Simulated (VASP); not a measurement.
# Ru (P6_3/mmc) in VASP: a series of runs, part 2 of 2

VASP 6.6.1. Earlier steps stand in the parts before.

## 3. Single point, PBE (volume scaled by 0.78)

The input, INCAR:

```
SYSTEM = Ru
PREC = Accurate ; ENCUT = 520
EDIFF = 1E-6 ; ISMEAR = -1
SIGMA = 0.08 ; LREAL = .False.
LASPH = .True. ; NELM = 60
ALGO = Normal ; ISIF = 2
LWAVE = .False. ; LCHARG = .False.
GGA = PE ; NBANDS = 21
```

The input, KPOINTS:

```
regular mesh
0
Gamma
  18 18 10
  0 0 0
```

The input, POSCAR:

```
Ru
1.0
    2.4970391229      0.0000000000      0.0000000000
   -1.2485195615      2.1624993146      0.0000000000
    0.0000000000      0.0000000000      3.9782100822
Ru
2
Direct
    0.3333333333      0.6666666667      0.2500000000
    0.6666666667      0.3333333333      0.7500000000
```

Potentials or basis: VASP PAW PBE potentials, release 64 (Ru_pv).

The run is started by

```console
> cat potpaw_PBE.64/Ru_pv/POTCAR > POTCAR
> mpirun -np 1 vasp_std > vasp.out
```

OUTCAR:

```text
SYSTEM = Ru
   PREC = Accurate
   ENCUT = 520
   EDIFF = 1E-6
   ISMEAR = -1
   LREAL = .False.
   LASPH = .True.
   NELM = 60
   ISIF = 2
   GGA = PE

 ion  position               nearest neighbor table
   1  0.333  0.667  0.250-   2 2.46   2 2.46   2 2.46   2 2.46   2 2.46   2 2.46
   2  0.667  0.333  0.750-   1 2.46   1 2.46   1 2.46   1 2.46   1 2.46   1 2.46

  LATTYP: Found a hexagonal cell.
 ALAT       =     2.4970391229
 C/A-ratio  =     1.5931709062

  Lattice vectors:

 A1 = (   2.4970391229,   0.0000000000,   0.0000000000)
 A2 = (  -1.2485195615,   2.1624993146,   0.0000000000)
 A3 = (   0.0000000000,   0.0000000000,   3.9782100822)

Analysis of symmetry for initial positions (statically):
=====================================================================
 Subroutine PRICEL returns:
 Original cell was already a primitive cell.

 Routine SETGRP: Setting up the symmetry group for a
 hexagonal supercell.

 Subroutine GETGRP returns: Found 24 space group operations
 (whereof 12 operations were pure point group operations)
 out of a pool of 24 trial point group operations.

The static configuration has the point symmetry D_3d.
 The point group associated with its full space group is D_6h.

Analysis of symmetry for dynamics (positions and initial velocities):
=====================================================================
 Subroutine PRICEL returns:
 Original cell was already a primitive cell.

 Routine SETGRP: Setting up the symmetry group for a
 hexagonal supercell.

 Subroutine GETGRP returns: Found 24 space group operations
 (whereof 12 operations were pure point group operations)
 out of a pool of 24 trial point group operations.

The dynamic configuration has the point symmetry D_3d.
 The point group associated with its full space group is D_6h.

 Subroutine INISYM returns: Found 24 space group operations
 (whereof 12 operations are pure point group operations),
 and found     1 'primitive' translations

----------------------------------------------------------------------------------------

                                     Primitive cell

  volume of cell :      21.4817

  direct lattice vectors                    reciprocal lattice vectors
     2.497039123  0.000000000  0.000000000     0.400474302  0.231213946  0.000000000
    -1.248519561  2.162499315  0.000000000     0.000000000  0.462427892  0.000000000
     0.000000000  0.000000000  3.978210082     0.000000000  0.000000000  0.251369329

  length of vectors
     2.497039123  2.497039123  3.978210082     0.462427892  0.462427892  0.251369329

  position of ions in fractional coordinates (direct lattice)
     0.333333333  0.666666667  0.250000000
     0.666666667  0.333333333  0.750000000

  ion indices of the primitive-cell ions
   primitive index   ion index
                 1           1
                 2           2

----------------------------------------------------------------------------------------

 KPOINTS: regular mesh

Automatic generation of k-mesh.
 Grid dimensions read from file:
 generate k-points for:   18   18   10

 Generating k-lattice:

  Cartesian coordinates                     Fractional coordinates (reciprocal lattice)
     0.022248572  0.012845219  0.000000000     0.055555556  0.000000000  0.000000000
     0.000000000  0.025690438  0.000000000     0.000000000  0.055555556  0.000000000
     0.000000000  0.000000000  0.025136933     0.000000000  0.000000000  0.100000000

  Length of vectors
     0.025690438  0.025690438  0.025136933

  Shift w.r.t. Gamma in fractional coordinates (k-lattice)
     0.000000000  0.000000000  0.000000000

 Subroutine IBZKPT returns following result:
 ===========================================

 Found    222 irreducible k-points:

 Following reciprocal coordinates:
            Coordinates               Weight
  0.000000  0.000000  0.000000      1.000000
  0.055556 -0.000000  0.000000      6.000000
  0.111111 -0.000000  0.000000      6.000000
  0.166667  0.000000  0.000000      6.000000
  0.222222 -0.000000  0.000000      6.000000
  0.277778 -0.000000  0.000000      6.000000
[... 16 lines left out ...]
  0.333333  0.111111  0.000000     12.000000
  0.388889  0.111111  0.000000     12.000000
 [... further k-points ...]
   k-points           NKPTS =    222   k-points in BZ     NKDIM =    222   number of bands    NBANDS=     21
   number of dos      NEDOS =    301   number of ions     NIONS =      2
   total plane-waves  NPLWV =  12000
   dimension x,y,z NGX =    20 NGY =   20 NGZ =   30
   dimension x,y,z NGXF=    40 NGYF=   40 NGZF=   60
   ions per type =               2
   NGX,Y,Z   is equivalent  to a cutoff of  13.32, 13.32, 12.54 a.u.
   NGXF,Y,Z  is equivalent  to a cutoff of  26.63, 26.63, 25.07 a.u.
 SYSTEM =  Ru
   PREC   = accura    normal or accurate (medium, high low for compatibility)
   ISTART =      0    job   : 0-new  1-cont  2-samecut
   ICHARG =      2    charge: 1-file 2-atom 10-const
   ISPIN  =      1    spin polarized calculation?
   LNONCOLLINEAR =      F non collinear calculations
   LSORBIT =      F    spin-orbit coupling
   LASPH  =      T    aspherical Exc in radial PAW
   ENCUT  =  520.0 eV  38.22 Ry    6.18 a.u.   4.64  4.64  7.40*2*pi/ulx,y,z
   NELM   =     60;   NELMIN=  2; NELMDL= -5     # of ELM steps
   EDIFF  = 0.1E-05   stopping-criterion for ELM
   LREAL  =      F    real-space projection
   EDIFFG = 0.1E-04   stopping-criterion for IOM
   NSW    =      0    number of steps for IOM
   IBRION =     -1    ionic relax: 0-MD 1-quasi-New 2-CG
   NFREE  =      0    steps in history (QN), initial steepest desc. (CG)
   ISIF   =      2    stress and relaxation
   ISYM   =      2    0-nonsym 1-usesym 2-fastsym
   POTIM  = 0.5000    time-step for ionic-motion
   TEBEG  =    0.0;   TEEND  =   0.0 temperature during run
   PSTRESS=    0.0 pullay stress
   NELECT =      28.0000    total number of electrons
   NUPDOWN=      -1.0000    fix difference up-down
   EMIN   =  10.00;   EMAX   =-10.00  energy-range for DOS
   EFERMI =   0.00;   METHOD = LEGACY
   ISMEAR =    -1;   SIGMA  =   0.08  broadening in eV -4-tet -1-fermi 0-gaus
   EFERMI_NEDOS =   21; number of points for ismear=-14 and -15
   IALGO  =     38    algorithm
   IMIX   =      4    mixing-type and parameters
     AMIX     =   0.40;   BMIX     =  1.00
     AMIX_MAG =   1.60;   BMIX_MAG =  1.00
  volume/ion in A,a.u.               =      10.74        72.48
  Fermi-wavevector in a.u.,A,eV,Ry     =   1.788290  3.379377 43.511151  3.197979
  Thomas-Fermi vector in A             =   2.851496
   LORBIT       =      0    0 simple, 1 ext, 2 COOP (PROOUT), +10 PAW based schemes
   GGA     = PE    functional components
   LHFCALC =     F    Hartree Fock is set to
   AEXX    =    0.0000 exact exchange contribution
   IVDW    =     0    specifies the selected vdW correction
   LEPSILON=     F    determine dielectric tensor
   LRPA    =     F    only Hartree local field effects (RPA)
 non-spin polarized calculation
  energy-cutoff  :      520.00
  volume of cell :       21.48
 maximum number of plane-waves:       592
 NGX is ok and might be reduce to    20
   NGX =  9   NGY =  9   NGZ = 15

 number of electron      27.9999993 magnetization

 Free energy of the ion-electron system (eV)
  ---------------------------------------------------
  ext. energy  EPLUGINS =         0.00000000
  ---------------------------------------------------
  free energy    TOTEN  =       -16.38927607 eV

  energy without entropy =      -16.36448289  energy(sigma->0) =      -16.37687948

 E-fermi :  17.6217     XC(G=0): -15.6236

 val. band max:       17.6067371517   @ k =   0.1667   0.1111   0.3000
 cond. band min:      17.6379742116   @ k =   0.2222  -0.0000   0.4000
 fundamental gap:      0.0312370599
 Fermi energy:        17.6217358536

 k-point     1 :       0.0000    0.0000    0.0000
  band No.  band energies     occupation
      1     -27.2312      2.00000
      2     -25.2632      2.00000
      3     -25.2632      2.00000
      4     -24.9321      2.00000
      5     -24.9321      2.00000
      6     -24.8605      2.00000
[... 13 lines left out ...]
     20      27.8353      0.00000
     21      31.0248      0.00000

 k-point     2 :       0.0556   -0.0000    0.0000
  band No.  band energies     occupation
      1     -27.2094      2.00000
      2     -25.3145      2.00000
      3     -25.2800      2.00000
      4     -24.9851      2.00000
      5     -24.9384      2.00000
      6     -24.8702      2.00000
[... 520 lines left out ...]
 k-point    24 :       0.3889    0.1111    0.0000
  band No.  band energies     occupation
      1     -26.8114      2.00000
      2     -26.4231      2.00000
      3     -26.2260      2.00000
      4     -25.8465      2.00000
      5     -25.4528      2.00000
      6     -25.3064      2.00000
[... 13 lines left out ...]
     20      27.8364      0.00000
     21      31.2304      0.00000

 [... further k-points ...]
[... 5 lines left out ...]
  --------------------------------------------------------------------------------------
  -------------------------------------------------------------------------------------
  Total       18.8068681     18.8068681     18.8315451     -0.0000000      0.0000000      0.0000000
  in kB     1402.6781195   1402.6781194   1404.5186070     -0.0000000      0.0000000      0.0000000
  external PRESSURE =    1403.2916153 kB  Pullay stress =       0.0000000 kB

 VOLUME and BASIS-vectors are now :
 -----------------------------------------------------------------------------
  energy-cutoff  :      520.00
  volume of cell :       21.48
      direct lattice vectors                 reciprocal lattice vectors
     2.497039123  0.000000000  0.000000000     0.400474302  0.231213946  0.000000000
    -1.248519561  2.162499315  0.000000000     0.000000000  0.462427892  0.000000000
     0.000000000  0.000000000  3.978210082     0.000000000  0.000000000  0.251369329

 POSITION                                       TOTAL-FORCE (eV/Angst)
 -----------------------------------------------------------------------------------
     -0.00000      1.44167      0.99455         0.000000     -0.000000      0.000000
      1.24852      0.72083      2.98366        -0.000000      0.000000      0.000000
 -----------------------------------------------------------------------------------
    total drift:                               -0.000000      0.000000     -0.000000

  FREE ENERGIE OF THE ION-ELECTRON SYSTEM (eV)
  ---------------------------------------------------
  free  energy   TOTEN  =       -16.3892760730 eV

  energy  without entropy=      -16.3644828863  energy(sigma->0) =      -16.37687948
```

stdout:

```text
POSCAR found type information on POSCAR Ru
 POSCAR found :  1 types and       2 ions
 scaLAPACK will be used
 LDA part: xc-table for (Slater+PW92), standard interpolation
 POSCAR, INCAR and KPOINTS ok, starting setup
 FFT: planning ... GRIDC
 FFT: planning ... GRID_SOFT
 FFT: planning ... GRID
 WAVECAR not read
 entering main loop
```

Wall time 2.1 min (1 thread of AMD EPYC 7R13, shared host); peak memory 0.17 GiB.

Results:

| Property | Result |
| --- | --- |
| Free energy | -16.3893 eV |
| Pressure | 140.3 GPa |
| Band gap on the k mesh | zero (band 14 reaches 19.79 eV, above the bottom of band 15 at 15.28 eV) |

Caveat: the cell differs from its parent crystal (volume scaled by 0.78).

## 4. Single point, PBE

This run uses another cell than the first one, of 12.12 Å³/atom, 1.128 times its volume.

The input, INCAR:

```
PREC = Accurate ; ENCUT = 520
EDIFF = 1E-6 ; ISMEAR = -1
SIGMA = 0.08 ; LREAL = F
LASPH = T ; NELM = 60
ALGO = Normal ; ISIF = 2
LWAVE = F ; LCHARG = F
GGA = PE ; NBANDS = 21
```

The input, KPOINTS:

```
regular mesh
0
Gamma
  18 18 10
```

The input, POSCAR:

```
Ru
1.0
    2.6027521572      0.0000000000      0.0000000000
   -1.3013760786      2.2540494879      0.0000000000
    0.0000000000      0.0000000000      4.1310537583
Ru
2
Direct
    0.3333333333      0.6666666667      0.2500000000
    0.6666666667      0.3333333333      0.7500000000
```

The run is started by

```console
> cat potpaw_PBE.64/Ru_pv/POTCAR > POTCAR
> mpirun -np 1 vasp_std > vasp.out
```

Wall time 1.7 min (1 thread of AMD EPYC 7R13, shared host); peak memory 0.17 GiB.

It converged, with:

- Free energy: -17.9904 eV
- Pressure: 54.2 GPa
- Band gap on the k mesh: zero (band 14 reaches 16.80 eV, above the bottom of band 15 at 13.08 eV)

Levels at points of the mesh, in eV from the Fermi level:
```csv
k point,band 11,band 12,band 13,band 14,band 15,band 16,band 17,band 18
"(0.00, 0.00, 0.00)",-2.90,-2.28,-2.28,-1.62,-1.62,1.39,1.39,1.44
"(0.50, 0.00, 0.00)",-2.42,-1.96,-1.77,1.75,2.25,2.30,4.76,7.04
"(0.00, 0.00, 0.50)",-3.27,-3.27,-3.09,-3.09,0.66,0.66,0.66,0.66
"(0.50, 0.00, 0.50)",-1.25,-1.25,0.55,0.55,2.05,2.05,3.90,3.90
```
